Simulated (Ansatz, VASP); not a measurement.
Fe: VASP beside Ansatz

Contents of INCAR:

```
SYSTEM = Fe
PREC = Accurate
ENCUT = 600
EDIFF = 1E-7
ISMEAR = -1
SIGMA = 0.1
LREAL = .FALSE.
LASPH = .TRUE.
NELM = 100
ALGO = Normal
ISIF = 3
LWAVE = .FALSE.
LCHARG = .FALSE.
IBRION = 2
NSW = 80
EDIFFG = -0.01
```

KPOINTS

```
regular mesh
0
G
  15 15 15
  0 0 0
```

POSCAR

```
Fe
1.0
    0.0000000000      1.8057818448      1.8057818448
    1.8057818448      0.0000000000      1.8057818448
    1.8057818448      1.8057818448      0.0000000000
Fe
1
Direct
    0.0000000000      0.0000000000      0.0000000000
```

Input for Ansatz:

```yaml
crystal:
  lattice:
    - [0.0, 1.8057818448, 1.8057818448]
    - [1.8057818448, 0.0, 1.8057818448]
    - [1.8057818448, 1.8057818448, 0.0]
  atoms:
    - { symbol: Fe, position: [0.0, 0.0, 0.0] }
hamiltonian:
  xc: lda
  pseudopotentials:
    kind: paw
    azcp:
      Fe: "pseudopotentials/Fe.paw.azcp"
basis:
  ecutwfc: 420
  fft_grid_basis: typed
kpoints:
  mp_grid: { grid: [15, 15, 15], shift: [0, 0, 0] }
magnetization:
  spin_polarized: false
scf:
  occupations: { method: fermi_dirac, width: 0.1 }
relax:
  max_steps: 60
  f_tol: 0.01
  cell: {}
```

Alike in both runs: task relaxation of cell and atoms; functional LDA; k mesh 15 × 15 × 15; occupations fermi-dirac, width 0.1 eV; no spin polarisation.

|  | VASP | Ansatz |
| --- | --- | --- |
| version | VASP 6.6.1 | Ansatz 0.2.0 |
| potentials or method | VASP PAW LDA potentials, release 64 (Fe), cutoff 600 eV | plane waves (420 eV) with PAW, scalar-relativistic |
| valence electrons in the cell | 8 | 16 |

Ansatz gave:

```
relaxed volume (Å³/atom)                                     : 9.61
relaxed cell length with the largest relative difference (Å) : 2.386
```

Question: Estimate VASP's values.

Answer: Relaxed volume (Å³/atom): 9.60; relaxed cell length with the largest relative difference (Å): 2.386.

Ansatz warns that its potentials were made for another functional, while VASP's fit it. LDA's correlation is that of Perdew and Zunger in VASP and of Perdew and Wang (1992) in Ansatz. VASP's potentials hold 8 valence electrons a cell and Ansatz's 16, so a difference there can come from the potentials and not from the codes.

Noted on VASP's run: the volume moved by over 15 % at a fixed basis, so the end points are rough.
